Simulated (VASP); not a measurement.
# PtSe2 (P-3m1) in VASP: further runs, part 2 of 2

VASP 6.6.1.

### 4 Single point, PBEsol (strain -0.040 along x and y, +0.080 along z)

INCAR reads:

```
SYSTEM = PtSe2
PREC     = Accurate       ! precision mode
ENCUT    = 520            ! plane-wave cutoff, eV
EDIFF    = 1E-6           ! SCF threshold, eV
ISMEAR   = 0              ! smearing method
SIGMA    = 0.15           ! smearing width, eV
LREAL    = .False.        ! projectors in reciprocal space
LASPH    = .True.         ! aspherical terms in the spheres
NELM     = 80             ! most SCF steps
ALGO     = Normal         ! electronic algorithm
ISIF     = 2              ! what is computed and relaxed
LWAVE    = .False.        ! write WAVECAR
LCHARG   = .True.         ! write CHGCAR
GGA      = PS             ! functional
LELF     = .True.         ! ELF
LVHAR    = .True.       
NBANDS   = 18             ! bands
```

KPOINTS reads:

```
Automatic mesh
0
Gamma
  12 12 10
  0 0 0
```

POSCAR reads:

```
PtSe2
1.0
    3.5750405804      0.0000000000      0.0000000000
   -1.7875202902      3.0960759622      0.0000000000
    0.0000000000      0.0000000000      5.4669600000
Pt Se
1 2
Direct
    0.0000000000      0.0000000000      0.0000000000
    0.3333333333      0.6666666667      0.2500000000
    0.6666666667      0.3333333333      0.7500000000
```

Started as:

```console
$ cat potpaw_PBE.64/Pt/POTCAR potpaw_PBE.64/Se/POTCAR > POTCAR
$ mpirun -np 1 vasp_std > vasp.out
```

It took 59 s on 1 thread of Intel Xeon 6975P-C (Granite Rapids), shared host; peak memory 0.31 GiB.

The run converged. Its results:

| Quantity | Value |
| --- | --- |
| Free energy | -15.7348 eV |
| Pressure | 6.5 GPa |
| Largest force | 0.104 eV/Å |
| Band gap on the k mesh | zero (band 11 reaches 6.45 eV, above the bottom of band 12 at 6.42 eV) |

Forces on the atoms (eV/Å):
```
Pt   0.000  0.000  0.000
Se   0.000  0.000  0.104
Se   0.000  0.000 -0.104
```

Stress tensor (GPa, compression positive):
```
9.16 0.00 0.00
0.00 9.16 0.00
0.00 0.00 1.05
```

Levels at points of the mesh, in eV from the Fermi level:
```csv
k point,band 7,band 8,band 9,band 10,band 11,band 12,band 13,band 14,band 15,band 16
"(0.00, 0.00, 0.00)",-4.03,-2.89,-0.67,-0.67,0.07,1.87,1.87,4.17,4.47,7.81
"(0.50, 0.00, 0.00)",-3.78,-3.37,-3.27,-2.94,-2.78,0.83,2.36,4.94,5.54,6.85
"(0.00, 0.00, 0.50)",-4.04,-3.22,-1.82,-0.97,-0.97,2.47,2.47,4.89,6.57,7.55
"(0.50, 0.00, 0.50)",-3.74,-3.27,-2.91,-2.43,-1.74,1.30,1.97,4.03,4.52,6.27
```

Caveat: the cell differs from its parent crystal (strain -0.040 along x and y, +0.080 along z); the PAW data sets were made with another functional, which shifts forces and pressure a little; spin-orbit coupling is left out, which moves the levels of the heavy elements.

### 5 Single point, PBEsol (strain +0.040 along x and y, -0.080 along z)

INCAR reads:

```
  PREC = Accurate
  ENCUT = 520
  EDIFF = 1E-6
  ISMEAR = 0
  SIGMA = 0.15
  LREAL = False
  LASPH = True
  NELM = 80
  ALGO = Normal
  ISIF = 2
  LWAVE = False
  LCHARG = True
  GGA = PS
  LELF = True
  LVHAR = True
  NBANDS = 18
```

KPOINTS reads:

```
Automatic mesh
0
Gamma
  12 12 10
```

POSCAR reads:

```
PtSe2
1.0
    3.8729606288      0.0000000000      0.0000000000
   -1.9364803144      3.3540822924      0.0000000000
    0.0000000000      0.0000000000      4.6570400000
Pt Se
1 2
Direct
    0.0000000000      0.0000000000      0.0000000000
    0.3333333333      0.6666666667      0.2500000000
    0.6666666667      0.3333333333      0.7500000000
```

Started as:

```console
$ cat potpaw_PBE.64/Pt/POTCAR potpaw_PBE.64/Se/POTCAR > POTCAR
$ mpirun -np 1 vasp_std > vasp.out
```

It took 86 s on 1 thread of AMD EPYC 9R45 (Zen 5), shared host; peak memory 0.28 GiB.

It converged, with:

| Property | Result |
| --- | --- |
| Free energy | -15.8260 eV |
| Pressure | -1.3 GPa |
| Largest force | 0.497 eV/Å |
| Band gap on the k mesh | zero (band 11 reaches 7.06 eV, above the bottom of band 12 at 6.24 eV) |

Forces on the atoms (eV/Å):
```
Pt   0.000  0.000  0.000
Se   0.000  0.000  0.497
Se   0.000  0.000 -0.497
```

Stress tensor (GPa, compression positive):
```
-3.22  0.00  0.00
 0.00 -3.22  0.00
 0.00  0.00  2.44
```

Levels at points of the mesh, in eV from the Fermi level:
```csv
k point,band 7,band 8,band 9,band 10,band 11,band 12,band 13,band 14,band 15,band 16
"(0.00, 0.00, 0.00)",-3.77,-2.15,-1.20,-1.20,0.72,1.19,1.19,3.13,3.76,6.95
"(0.50, 0.00, 0.00)",-3.80,-3.47,-3.46,-3.29,-2.79,0.57,2.57,4.57,6.26,7.25
"(0.00, 0.00, 0.50)",-3.85,-2.75,-1.78,-1.78,-1.60,2.31,2.31,5.03,6.00,6.06
"(0.50, 0.00, 0.50)",-3.51,-3.33,-3.08,-2.94,-0.93,0.85,1.17,4.99,5.12,8.51
```

Caveat: the cell differs from its parent crystal (strain +0.040 along x and y, -0.080 along z); the PAW data sets were made with another functional, which shifts forces and pressure a little; spin-orbit coupling is left out, which moves the levels of the heavy elements.

### 6 Single point, PBEsol (strain +0.000 along x and y, +0.040 along z)

INCAR reads:

```
SYSTEM = PtSe2
PREC = Accurate ; ENCUT = 520
EDIFF = 1E-6 ; ISMEAR = 0
SIGMA = 0.15 ; LREAL = .FALSE.
LASPH = .TRUE. ; NELM = 100
ALGO = Normal ; ISIF = 2
LWAVE = .FALSE. ; LCHARG = .FALSE.
GGA = PS ; NBANDS = 18
```

KPOINTS reads:

```
Automatic mesh
0
G
  12 12 10
  0 0 0
```

POSCAR reads:

```
PtSe2
1.0
    3.7240006046      0.0000000000      0.0000000000
   -1.8620003023      3.2250791273      0.0000000000
    0.0000000000      0.0000000000      5.2644800000
Pt Se
1 2
Direct
    0.0000000000      0.0000000000      0.0000000000
    0.3333333333      0.6666666667      0.2500000000
    0.6666666667      0.3333333333      0.7500000000
```

Potentials or basis: VASP PAW PBE potentials, release 64 (Pt, Se).

Started as:

```console
$ cat potpaw_PBE.64/Pt/POTCAR potpaw_PBE.64/Se/POTCAR > POTCAR
$ mpirun -np 1 vasp_std > vasp.out
```

OUTCAR:

```text
SYSTEM = PtSe2
   PREC = Accurate
   ENCUT = 520
   EDIFF = 1E-6
   ISMEAR = 0
   LREAL = .FALSE.
   LASPH = .TRUE.
   NELM = 100
   ISIF = 2
   GGA = PS

 ion  position               nearest neighbor table
   1  0.000  0.000  0.000-   2 2.52   3 2.52   3 2.52   2 2.52   3 2.52   2 2.52
   2  0.333  0.667  0.250-   1 2.52   1 2.52   1 2.52
   3  0.667  0.333  0.750-   1 2.52   1 2.52   1 2.52

  LATTYP: Found a hexagonal cell.
 ALAT       =     3.7240006046
 C/A-ratio  =     1.4136624987

  Lattice vectors:

 A1 = (   3.7240006046,   0.0000000000,   0.0000000000)
 A2 = (  -1.8620003023,   3.2250791273,   0.0000000000)
 A3 = (   0.0000000000,   0.0000000000,   5.2644800000)

Analysis of symmetry for initial positions (statically):
=====================================================================
 Subroutine PRICEL returns:
 Original cell was already a primitive cell.

 Routine SETGRP: Setting up the symmetry group for a
 hexagonal supercell.

 Subroutine GETGRP returns: Found 12 space group operations
 (whereof 12 operations were pure point group operations)
 out of a pool of 24 trial point group operations.

The static configuration has the point symmetry D_3d.
[... 163 lines left out ...]
 E-fermi :   5.8455     XC(G=0): -10.6031

 val. band max:        5.8443379488   @ k =   0.0000   0.2500   0.3000
 cond. band min:       5.8660922190   @ k =   0.3333   0.3333   0.0000
 fundamental gap:      0.0217542702
 Fermi energy:         5.8455137915

 k-point     1 :       0.0000    0.0000    0.0000
  band No.  band energies     occupation
      1      -9.5066      2.00000
      2      -7.0266      2.00000
      3      -1.1090      2.00000
      4      -0.2622      2.00000
      5      -0.2622      2.00000
      6       2.0394      2.00000
[... 481 lines left out ...]
      5      -0.0013      2.00000
      6       1.4721      2.00000
[... 10 lines left out ...]
     17      14.4387      0.00000
     18      14.4477      0.00000

 [... further k-points ...]

------------------------ aborting loop because EDIFF is reached ----------------------------------------

  FORCE on cell =-STRESS in cart. coord.  units (eV):
  Direction    XX          YY          ZZ          XY          YZ          ZX
  --------------------------------------------------------------------------------------
  -------------------------------------------------------------------------------------
  Total       -0.3808120     -0.3808120     -1.1645464      0.0000000      0.0000000      0.0000000
  in kB       -9.6497398     -9.6497398    -29.5094950      0.0000000      0.0000000      0.0000000
  external PRESSURE =     -16.2696582 kB  Pullay stress =       0.0000000 kB

 VOLUME and BASIS-vectors are now :
 -----------------------------------------------------------------------------
  energy-cutoff  :      520.00
  volume of cell :       63.23
      direct lattice vectors                 reciprocal lattice vectors
     3.724000605  0.000000000  0.000000000     0.268528420  0.155034956  0.000000000
    -1.862000302  3.225079127  0.000000000     0.000000000  0.310069912  0.000000000
     0.000000000  0.000000000  5.264480000     0.000000000  0.000000000  0.189952284

 POSITION                                       TOTAL-FORCE (eV/Angst)
 -----------------------------------------------------------------------------------
      0.00000      0.00000      0.00000        -0.000000      0.000000      0.000000
     -0.00000      2.15005      1.31612         0.000000     -0.000000     -0.241518
      1.86200      1.07503      3.94836        -0.000000      0.000000      0.241518
 -----------------------------------------------------------------------------------
    total drift:                               -0.000000     -0.000000     -0.000000

  FREE ENERGIE OF THE ION-ELECTRON SYSTEM (eV)
  ---------------------------------------------------
  free  energy   TOTEN  =       -15.8758469721 eV

  energy  without entropy=      -15.8694896378  energy(sigma->0) =      -15.87266830
```

stdout:

```text
POSCAR found type information on POSCAR PtSe
 POSCAR found :  2 types and       3 ions
 scaLAPACK will be used
 -----------------------------------------------------------------------------
|                                                                             |
|                                                                             |
|     You enforced a specific xc type in the INCAR file but a different       |
|     I HOPE YOU KNOW WHAT YOU ARE DOING!                                     |
|                                                                             |
 -----------------------------------------------------------------------------

 LDA part: xc-table for (Slater+PW92), standard interpolation
 POSCAR, INCAR and KPOINTS ok, starting setup
 FFT: planning ... GRIDC
 FFT: planning ... GRID_SOFT
 FFT: planning ... GRID
 WAVECAR not read
 entering main loop
```

Run time: 79 s. Hardware: 1 thread of AMD EPYC 9R45 (Zen 5), shared host; peak memory 0.29 GiB.

What came out:

| Quantity | Value |
| --- | --- |
| Free energy | -15.8758 eV |
| Pressure | -1.6 GPa |
| Largest force | 0.242 eV/Å |
| Band gap on the k mesh | zero (band 11 reaches 6.16 eV, above the bottom of band 12 at 5.84 eV) |

Forces on the atoms (eV/Å):
```
Pt   0.000  0.000  0.000
Se   0.000  0.000 -0.242
Se   0.000  0.000  0.242
```

Stress tensor (GPa, compression positive):
```
-0.96  0.00  0.00
 0.00 -0.96  0.00
 0.00  0.00 -2.95
```

Caveat: the cell differs from its parent crystal (strain +0.000 along x and y, +0.040 along z); the PAW data sets were made with another functional, which shifts forces and pressure a little; spin-orbit coupling is left out, which moves the levels of the heavy elements.

### 7 Overview

```tsv
cell	gap on the mesh (eV)	pressure (GPa)	largest force (eV/Å)
a = 3.724, b = 3.724, c = 4.860 Å, angles 90.0, 90.0, 120.0°, 3 atoms	none	6.8	0.92
a = 3.575, b = 3.575, c = 5.264 Å, angles 90.0, 90.0, 120.0°, 3 atoms	none	11.7	0.77
a = 3.575, b = 3.575, c = 5.467 Å, angles 90.0, 90.0, 120.0°, 3 atoms	none	6.5	0.10
a = 3.873, b = 3.873, c = 4.657 Å, angles 90.0, 90.0, 120.0°, 3 atoms	none	-1.3	0.50
a = 3.724, b = 3.724, c = 5.264 Å, angles 90.0, 90.0, 120.0°, 3 atoms	none	-1.6	0.24
```

Alike in all rows: task single point; level PBEsol; potentials or basis VASP PAW PBE potentials, release 64 (Pt, Se); no spin polarisation; k mesh 12 × 12 × 10; cutoff (eV) 520; smearing gaussian 0.15 eV.

Caveats: the PAW data sets were made with another functional, which shifts forces and pressure a little; spin-orbit coupling is left out, which moves the levels of the heavy elements.

Absolute energies hang on the potentials; compare differences alone.
